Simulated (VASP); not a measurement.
# TiO2 (P4_2/mnm) in VASP: a series of runs, part 2 of 2

VASP 6.6.1.

**4. Single point, r2SCAN (in-plane strain +0.005)**

Contents of POSCAR:

```
TiO2
1.0
    4.6199297944      0.0000000000      0.0000000000
    0.0000000000      4.6199297944      0.0000000000
    0.0000000000      0.0000000000      2.9446825111
Ti O
2 4
Direct
    0.0000000000      0.0000000000      0.0000000000
    0.5000000000      0.5000000000      0.5000000000
    0.3046314432      0.3046314432      0.0000000000
    0.1953685568      0.8046314432      0.5000000000
    0.6953685568      0.6953685568      0.0000000000
    0.8046314432      0.1953685568      0.5000000000
```

Contents of INCAR.step1:

```
SYSTEM = TiO2
PREC = Accurate
ENCUT = 520
ISMEAR = 0
SIGMA = 0.01
LREAL = .FALSE.
LASPH = .TRUE.
NELM = 60
NBANDS = 33
GGA = PE
ALGO = Normal
EDIFF = 1E-4
LWAVE = .TRUE.
LCHARG = .FALSE.
```

Contents of INCAR.step2:

```
SYSTEM = TiO2
PREC = Accurate
ENCUT = 520
EDIFF = 1E-6
ISMEAR = 0
SIGMA = 0.01
LREAL = .FALSE.
LASPH = .TRUE.
NELM = 60
ALGO = Normal
ISIF = 2
LWAVE = .FALSE.
LCHARG = .FALSE.
METAGGA = R2SCAN
LMIXTAU = .TRUE.
NBANDS = 33
ISTART = 1
```

Contents of KPOINTS:

```
Automatic mesh
0
G
  4 4 6
  0 0 0
```

Launch:

```bash
cat potpaw_PBE.64/Ti_sv/POTCAR potpaw_PBE.64/O/POTCAR > POTCAR
cp INCAR.step1 INCAR
mpirun -np 1 vasp_std > vasp.out
cp INCAR.step2 INCAR
mpirun -np 1 vasp_std > vasp.out
```

It took 72 s on 1 thread of Intel Xeon 6975P-C (Granite Rapids), shared host; peak memory 0.19 GiB.

It converged, with:

| Item | Value |
| --- | --- |
| Free energy | -69.7923 eV |
| Pressure | -0.1 GPa |
| Largest force | 0.005 eV/Å |
| Band gap on the k mesh | 2.22 eV, direct |

Forces in eV/Å, atoms in the order of the input:
```
Ti   0.000  0.000  0.000
Ti   0.000  0.000  0.000
O   -0.003 -0.003  0.000
O    0.003 -0.003  0.000
O    0.003  0.003  0.000
O   -0.003  0.003  0.000
```

Stress tensor (GPa, compression positive):
```
-0.99  0.00  0.00
 0.00 -0.99  0.00
 0.00  0.00  1.60
```

Levels at points of the mesh, in eV from the valence-band top:
```tsv
k point	band 20	band 21	band 22	band 23	band 24	band 25	band 26	band 27	band 28	band 29
(0.00, 0.00, 0.00)	-2.00	-0.73	-0.48	-0.48	0.00	2.22	2.53	2.81	2.90	2.90
(0.50, 0.00, 0.00)	-3.12	-1.63	-1.63	-0.76	-0.76	2.90	2.90	3.40	3.40	3.96
(0.50, 0.50, 0.00)	-2.20	-1.33	-1.33	-1.12	-1.12	2.25	2.25	2.92	2.92	4.21
(0.00, 0.00, 0.50)	-2.90	-2.33	-2.33	-1.47	-1.47	3.31	3.31	3.64	3.64	4.02
(0.50, 0.00, 0.50)	-2.44	-2.05	-2.05	-1.07	-1.07	2.29	2.29	3.66	3.66	4.26
(0.50, 0.50, 0.50)	-2.88	-1.28	-1.28	-0.71	-0.71	2.96	2.96	3.58	3.58	3.68
```

Caveat: the cell differs from its parent crystal (in-plane strain +0.005); the PAW data sets were made with another functional, which shifts forces and pressure a little.

**5. Single point, r2SCAN (in-plane strain +0.01, then relaxed in part)**

Contents of POSCAR:

```
TiO2
1.0
    4.6429145198      0.0000000000      0.0000000000
    0.0000000000      4.6429145198      0.0000000000
    0.0000000000      0.0000000000      2.9357781327
Ti O
2 4
Direct
    0.0000000000      0.0000000000      0.0000000000
    0.5000000000      0.5000000000      0.5000000000
    0.3051672738      0.3051672738      0.0000000000
    0.1948327262      0.8051672738      0.5000000000
    0.6948327262      0.6948327262      0.0000000000
    0.8051672738      0.1948327262      0.5000000000
```

Contents of INCAR.step1:

```
PREC     = Accurate       # precision mode
ENCUT    = 520            # plane-wave cutoff, eV
ISMEAR   = 0              # smearing method
SIGMA    = 0.01           # smearing width, eV
LREAL    = False          # projectors in reciprocal space
LASPH    = True           # aspherical terms in the spheres
NELM     = 80             # most SCF steps
NBANDS   = 33             # bands
GGA      = PE             # functional
ALGO     = Normal         # electronic algorithm
EDIFF    = 1E-4           # SCF threshold, eV
LWAVE    = True           # write WAVECAR
LCHARG   = False          # write CHGCAR
```

Contents of INCAR.step2:

```
PREC     = Accurate       # precision mode
ENCUT    = 520            # plane-wave cutoff, eV
EDIFF    = 1E-6           # SCF threshold, eV
ISMEAR   = 0              # smearing method
SIGMA    = 0.01           # smearing width, eV
LREAL    = False          # projectors in reciprocal space
LASPH    = True           # aspherical terms in the spheres
NELM     = 80             # most SCF steps
ALGO     = Normal         # electronic algorithm
ISIF     = 2              # what is computed and relaxed
LWAVE    = False          # write WAVECAR
LCHARG   = False          # write CHGCAR
METAGGA  = R2SCAN         # meta-GGA
LMIXTAU  = True         
NBANDS   = 33             # bands
ISTART   = 1
```

Contents of KPOINTS:

```
regular mesh
0
Gamma
  4 4 6
```

Launch:

```bash
cat potpaw_PBE.64/Ti_sv/POTCAR potpaw_PBE.64/O/POTCAR > POTCAR
cp INCAR.step1 INCAR
mpirun -np 1 vasp_std > vasp.out
cp INCAR.step2 INCAR
mpirun -np 1 vasp_std > vasp.out
```

It took 82 s on 1 thread of Intel Xeon 6975P-C (Granite Rapids), shared host; peak memory 0.19 GiB.

Results (log left out):

```
Free energy            : -69.7834 eV
Pressure               : -1.3 GPa
Largest force          : 0.043 eV/Å
Band gap on the k mesh : 2.24 eV, direct
```

Forces on the atoms (eV/Å):
```
Ti   0.000  0.000  0.000
Ti   0.000  0.000  0.000
O   -0.030 -0.030  0.000
O    0.030 -0.030  0.000
O    0.030  0.030  0.000
O   -0.030  0.030  0.000
```

Stress tensor (GPa, compression positive):
```
-2.74  0.00  0.00
 0.00 -2.74  0.00
 0.00  0.00  1.72
```

Levels at points of the mesh, in eV from the valence-band top:
```
           k point  band 21  band 22  band 23  band 24  band 25  band 26  band 27  band 28
(0.00, 0.00, 0.00)    -0.68    -0.46    -0.46     0.00     2.24     2.55     2.86     2.93
(0.50, 0.00, 0.00)    -1.55    -1.55    -0.74    -0.74     2.92     2.92     3.41     3.41
(0.50, 0.50, 0.00)    -1.27    -1.27    -1.09    -1.09     2.27     2.27     2.95     2.95
(0.00, 0.00, 0.50)    -2.25    -2.25    -1.46    -1.46     3.30     3.30     3.70     3.70
(0.50, 0.00, 0.50)    -2.03    -2.03    -1.04    -1.04     2.31     2.31     3.71     3.71
(0.50, 0.50, 0.50)    -1.23    -1.23    -0.71    -0.71     2.96     2.96     3.59     3.59
```

Caveat: the cell differs from its parent crystal (in-plane strain +0.01, then relaxed in part); the PAW data sets were made with another functional, which shifts forces and pressure a little.

**6. Single point, r2SCAN (in-plane strain +0.01)**

Contents of POSCAR:

```
TiO2
1.0
    4.6429145198      0.0000000000      0.0000000000
    0.0000000000      4.6429145198      0.0000000000
    0.0000000000      0.0000000000      2.9358218817
Ti O
2 4
Direct
    0.0000000000      0.0000000000      0.0000000000
    0.5000000000      0.5000000000      0.5000000000
    0.3046314432      0.3046314432      0.0000000000
    0.1953685568      0.8046314432      0.5000000000
    0.6953685568      0.6953685568      0.0000000000
    0.8046314432      0.1953685568      0.5000000000
```

Contents of INCAR.step1:

```
SYSTEM = TiO2
ALGO = Normal
EDIFF = 1E-4
ENCUT = 520
GGA = PE
ISMEAR = 0
LASPH = .True.
LCHARG = .False.
LREAL = .False.
LWAVE = .True.
NBANDS = 33
NELM = 60
PREC = Accurate
SIGMA = 0.01
```

Contents of INCAR.step2:

```
SYSTEM = TiO2
ALGO = Normal
EDIFF = 1E-6
ENCUT = 520
ISIF = 2
ISMEAR = 0
ISTART = 1
LASPH = .True.
LCHARG = .False.
LMIXTAU = .True.
LREAL = .False.
LWAVE = .False.
METAGGA = R2SCAN
NBANDS = 33
NELM = 60
PREC = Accurate
SIGMA = 0.01
```

Contents of KPOINTS:

```
k-points
0
Gamma
  4 4 6
  0 0 0
```

Potentials or basis: VASP PAW PBE potentials, release 64 (Ti_sv, O).

Launch:

```bash
cat potpaw_PBE.64/Ti_sv/POTCAR potpaw_PBE.64/O/POTCAR > POTCAR
cp INCAR.step1 INCAR
mpirun -np 1 vasp_std > vasp.out
cp INCAR.step2 INCAR
mpirun -np 1 vasp_std > vasp.out
```

OUTCAR:

```text
SYSTEM = TiO2
   EDIFF = 1E-6
   ENCUT = 520
   ISIF = 2
   ISMEAR = 0
   ISTART = 1
   LASPH = .True.
   LREAL = .False.
   METAGGA = R2SCAN
   NELM = 60
   PREC = Accurate

 ion  position               nearest neighbor table
   1  0.000  0.000  0.000-   4 1.95   6 1.95   4 1.95   6 1.95   5 2.00   3 2.00
   2  0.500  0.500  0.500-   3 1.95   5 1.95   3 1.95   5 1.95   4 2.00   6 2.00
   3  0.305  0.305  0.000-   2 1.95   2 1.95   1 2.00
   4  0.195  0.805  0.500-   1 1.95   1 1.95   2 2.00
   5  0.695  0.695  0.000-   2 1.95   2 1.95   1 2.00
   6  0.805  0.195  0.500-   1 1.95   1 1.95   2 2.00

  LATTYP: Found a simple tetragonal cell.
 ALAT       =     4.6429145198
 C/A-ratio  =     0.6323230525

  Lattice vectors:

 A1 = (   4.6429145198,   0.0000000000,   0.0000000000)
 A2 = (   0.0000000000,   4.6429145198,   0.0000000000)
 A3 = (   0.0000000000,   0.0000000000,   2.9358218817)

Analysis of symmetry for initial positions (statically):
=====================================================================
 Subroutine PRICEL returns:
 Original cell was already a primitive cell.

 Routine SETGRP: Setting up the symmetry group for a
 simple tetragonal supercell.

 Subroutine GETGRP returns: Found 16 space group operations
 (whereof  8 operations were pure point group operations)
 out of a pool of 16 trial point group operations.

The static configuration has the point symmetry D_2h.
 The point group associated with its full space group is D_4h.

Analysis of symmetry for dynamics (positions and initial velocities):
=====================================================================
 Subroutine PRICEL returns:
 Original cell was already a primitive cell.

 Routine SETGRP: Setting up the symmetry group for a
 simple tetragonal supercell.

 Subroutine GETGRP returns: Found 16 space group operations
 (whereof  8 operations were pure point group operations)
 out of a pool of 16 trial point group operations.

The dynamic configuration has the point symmetry D_2h.
 The point group associated with its full space group is D_4h.

 Subroutine INISYM returns: Found 16 space group operations
 (whereof  8 operations are pure point group operations),
 and found     1 'primitive' translations

----------------------------------------------------------------------------------------

                                     Primitive cell

  volume of cell :      63.2865

  direct lattice vectors                    reciprocal lattice vectors
     4.642914520  0.000000000  0.000000000     0.215381954  0.000000000  0.000000000
     0.000000000  4.642914520  0.000000000     0.000000000  0.215381954  0.000000000
     0.000000000  0.000000000  2.935821882     0.000000000  0.000000000  0.340620119

  length of vectors
     4.642914520  4.642914520  2.935821882     0.215381954  0.215381954  0.340620119

  position of ions in fractional coordinates (direct lattice)
     0.000000000  0.000000000  0.000000000
     0.500000000  0.500000000  0.500000000
     0.304631443  0.304631443  0.000000000
     0.195368557  0.804631443  0.500000000
     0.695368557  0.695368557  0.000000000
     0.804631443  0.195368557  0.500000000

[... 34 lines left out ...]

 Following reciprocal coordinates:
            Coordinates               Weight
  0.000000  0.000000  0.000000      1.000000
  0.250000  0.000000  0.000000      4.000000
  0.500000  0.000000  0.000000      2.000000
  0.250000  0.250000  0.000000      4.000000
  0.500000  0.250000  0.000000      4.000000
  0.500000  0.500000  0.000000      1.000000
[... 16 lines left out ...]
  0.500000  0.250000  0.500000      4.000000
  0.500000  0.500000  0.500000      1.000000
   k-points           NKPTS =     24   k-points in BZ     NKDIM =     24   number of bands    NBANDS=     33
   number of dos      NEDOS =    301   number of ions     NIONS =      6
   total plane-waves  NPLWV =  31104
   dimension x,y,z NGX =    36 NGY =   36 NGZ =   24
   dimension x,y,z NGXF=    72 NGYF=   72 NGZF=   48
   ions per type =               2   4
   NGX,Y,Z   is equivalent  to a cutoff of  12.89, 12.89, 13.59 a.u.
   NGXF,Y,Z  is equivalent  to a cutoff of  25.78, 25.78, 27.18 a.u.
 SYSTEM =  TiO2
   PREC   = accura    normal or accurate (medium, high low for compatibility)
   ISTART =      1    job   : 0-new  1-cont  2-samecut
   ICHARG =      0    charge: 1-file 2-atom 10-const
   ISPIN  =      1    spin polarized calculation?
   LNONCOLLINEAR =      F non collinear calculations
   LSORBIT =      F    spin-orbit coupling
   LASPH  =      T    aspherical Exc in radial PAW
   ENCUT  =  520.0 eV  38.22 Ry    6.18 a.u.   8.63  8.63  5.46*2*pi/ulx,y,z
   NELM   =     60;   NELMIN=  2; NELMDL=  0     # of ELM steps
   EDIFF  = 0.1E-05   stopping-criterion for ELM
   LREAL  =      F    real-space projection
   EDIFFG = 0.1E-04   stopping-criterion for IOM
   NSW    =      0    number of steps for IOM
   IBRION =     -1    ionic relax: 0-MD 1-quasi-New 2-CG
   NFREE  =      0    steps in history (QN), initial steepest desc. (CG)
   ISIF   =      2    stress and relaxation
   ISYM   =      2    0-nonsym 1-usesym 2-fastsym
   POTIM  = 0.5000    time-step for ionic-motion
   TEBEG  =    0.0;   TEEND  =   0.0 temperature during run
   PSTRESS=    0.0 pullay stress
   NELECT =      48.0000    total number of electrons
   NUPDOWN=      -1.0000    fix difference up-down
   EMIN   =  10.00;   EMAX   =-10.00  energy-range for DOS
   EFERMI =   0.00;   METHOD = LEGACY
   ISMEAR =     0;   SIGMA  =   0.01  broadening in eV -4-tet -1-fermi 0-gaus
   EFERMI_NEDOS =   21; number of points for ismear=-14 and -15
   IALGO  =     38    algorithm
   IMIX   =      4    mixing-type and parameters
     AMIX     =   0.40;   BMIX     =  1.00
     AMIX_MAG =   1.60;   BMIX_MAG =  1.00
  volume/ion in A,a.u.               =      10.55        71.18
  Fermi-wavevector in a.u.,A,eV,Ry     =   1.492972  2.821307 30.326900  2.228964
  Thomas-Fermi vector in A             =   2.605432
   LORBIT       =      0    0 simple, 1 ext, 2 COOP (PROOUT), +10 PAW based schemes
   METAGGA = R2SCAN    functional components
   LHFCALC =     F    Hartree Fock is set to
   AEXX    =    0.0000 exact exchange contribution
   IVDW    =     0    specifies the selected vdW correction
   LEPSILON=     F    determine dielectric tensor
   LRPA    =     F    only Hartree local field effects (RPA)
 non-spin polarized calculation
 Gauss-broadening in eV      SIGMA  =   0.01
  energy-cutoff  :      520.00
  volume of cell :       63.29
 maximum number of plane-waves:      1715
 NGX is ok and might be reduce to    36

 number of electron      48.0000020 magnetization

 Free energy of the ion-electron system (eV)
  ---------------------------------------------------
  ext. energy  EPLUGINS =         0.00000000
  ---------------------------------------------------
  free energy    TOTEN  =       -69.78347714 eV

  energy without entropy =      -69.78347714  energy(sigma->0) =      -69.78347714

 E-fermi :   4.4728     XC(G=0): -12.0715

 val. band max:        4.3449213634   @ k =   0.0000   0.0000   0.0000
 cond. band min:       6.5627563686   @ k =   0.0000   0.0000   0.0000
 fundamental gap:      2.2178350052
 Fermi energy:         4.4727892176

 k-point     1 :       0.0000    0.0000    0.0000
  band No.  band energies     occupation
      1     -54.7907      2.00000
      2     -54.7746      2.00000
      3     -30.0432      2.00000
      4     -30.0432      2.00000
      5     -29.8750      2.00000
      6     -29.8750      2.00000
[... 853 lines left out ...]
     32      10.5053      0.00000
     33      10.7544      0.00000

------------------------ aborting loop because EDIFF is reached ----------------------------------------

  FORCE on cell =-STRESS in cart. coord.  units (eV):
  Direction    XX          YY          ZZ          XY          YZ          ZX
  --------------------------------------------------------------------------------------
  -------------------------------------------------------------------------------------
  Total       -1.1626025     -1.1626025      0.5881139     -0.0000000      0.0000000      0.0000000
  in kB      -29.4327439    -29.4327439     14.8888437     -0.0000000      0.0000000      0.0000000
  external PRESSURE =     -14.6588814 kB  Pullay stress =       0.0000000 kB

 VOLUME and BASIS-vectors are now :
 -----------------------------------------------------------------------------
  energy-cutoff  :      520.00
  volume of cell :       63.29
      direct lattice vectors                 reciprocal lattice vectors
     4.642914520  0.000000000  0.000000000     0.215381954  0.000000000  0.000000000
     0.000000000  4.642914520  0.000000000     0.000000000  0.215381954  0.000000000
     0.000000000  0.000000000  2.935821882     0.000000000  0.000000000  0.340620119

 POSITION                                       TOTAL-FORCE (eV/Angst)
 -----------------------------------------------------------------------------------
      0.00000      0.00000      0.00000        -0.000000      0.000000      0.000000
      2.32146      2.32146      1.46791        -0.000000      0.000000      0.000000
      1.41438      1.41438      0.00000         0.021630      0.021630     -0.000000
      0.90708      3.73584      1.46791        -0.021630      0.021630     -0.000000
      3.22854      3.22854      0.00000        -0.021630     -0.021630      0.000000
      3.73584      0.90708      1.46791         0.021630     -0.021630      0.000000
 -----------------------------------------------------------------------------------
    total drift:                                0.000000      0.000000      0.000000

  FREE ENERGIE OF THE ION-ELECTRON SYSTEM (eV)
  ---------------------------------------------------
  free  energy   TOTEN  =       -69.7834771396 eV

  energy  without entropy=      -69.7834771396  energy(sigma->0) =      -69.78347714
```

Wall time 77 s (1 thread of Intel Xeon 6975P-C (Granite Rapids), shared host); peak memory 0.2 GiB.

What came out:

| Quantity | Value |
| --- | --- |
| Free energy | -69.7835 eV |
| Pressure | -1.5 GPa |
| Largest force | 0.031 eV/Å |
| Band gap on the k mesh | 2.22 eV, direct |

Forces in eV/Å, atoms in the order of the input:
```
Ti   0.000  0.000  0.000
Ti   0.000  0.000  0.000
O    0.022  0.022  0.000
O   -0.022  0.022  0.000
O   -0.022 -0.022  0.000
O    0.022 -0.022  0.000
```

Stress tensor (GPa, compression positive):
```
-2.94  0.00  0.00
 0.00 -2.94  0.00
 0.00  0.00  1.49
```

Caveat: the cell differs from its parent crystal (in-plane strain +0.01); the PAW data sets were made with another functional, which shifts forces and pressure a little. A k mesh can miss the band edges.

**7. Overview**

```tsv
cell	gap on the mesh (eV)	pressure (GPa)	largest force (eV/Å)
a = 4.597, b = 4.597, c = 2.954 Å, 6 atoms	2.23	1.3	0.04
a = 4.620, b = 4.620, c = 2.944 Å, 6 atoms	2.23	0.0	0.04
a = 4.620, b = 4.620, c = 2.945 Å, 6 atoms	2.22	-0.1	-
a = 4.643, b = 4.643, c = 2.936 Å, 6 atoms	2.22	-1.5	0.03
```

Some of these runs hold the atoms at other places in the same cell, which the table doesn't show; runs alike in all that it shows share one row.

Alike in all rows: task single point; level r2SCAN; potentials or basis VASP PAW PBE potentials, release 64 (Ti_sv, O); no spin polarisation; k mesh 4 × 4 × 6; cutoff (eV) 520; smearing gaussian 0.01 eV.

Caveats: the PAW data sets were made with another functional, which shifts forces and pressure a little.

Absolute energies hang on the potentials; compare differences alone.
